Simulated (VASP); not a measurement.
A run of VASP 6.6.1 is set up as follows.

INCAR

```
SYSTEM = KBr
  PREC = Accurate
  ENCUT = 500
  EDIFF = 1E-6
  ISMEAR = 0
  SIGMA = 0.01
  LREAL = .FALSE.
  LASPH = .TRUE.
  NELM = 120
  ALGO = Normal
  ISIF = 2
  LWAVE = .FALSE.
  LCHARG = .FALSE.
  GGA = PS
  NBANDS = 15
  GGA_COMPAT = .FALSE.
```

The input KPOINTS:

```
Automatic mesh
0
G
  5 5 5
  0 0 0
```

The input POSCAR:

```
KBr
1.0
    0.0000000000      3.3222979737      3.2558520142
    3.3222979737      0.0000000000      3.2558520142
    3.3222979737      3.3222979737      0.0000000000
K Br
1 1
Direct
    0.0000000000      0.0000000000      0.0000000000
    0.5000000000      0.5000000000      0.5000000000
```

Potentials or basis: VASP PAW PBE potentials, release 64 (K_sv, Br).

The run is started by

```sh
$ cat potpaw_PBE.64/K_sv/POTCAR potpaw_PBE.64/Br/POTCAR > POTCAR
$ mpirun -np 1 vasp_std > vasp.out
```

(1) Estimate the pressure.

(2) What does it give for the band gap on the k mesh?

## Answers

(1) -0.3 GPa.

(2) 4.27 eV, direct.

Caveat: the PAW data sets were made with another functional, which shifts forces and pressure a little.
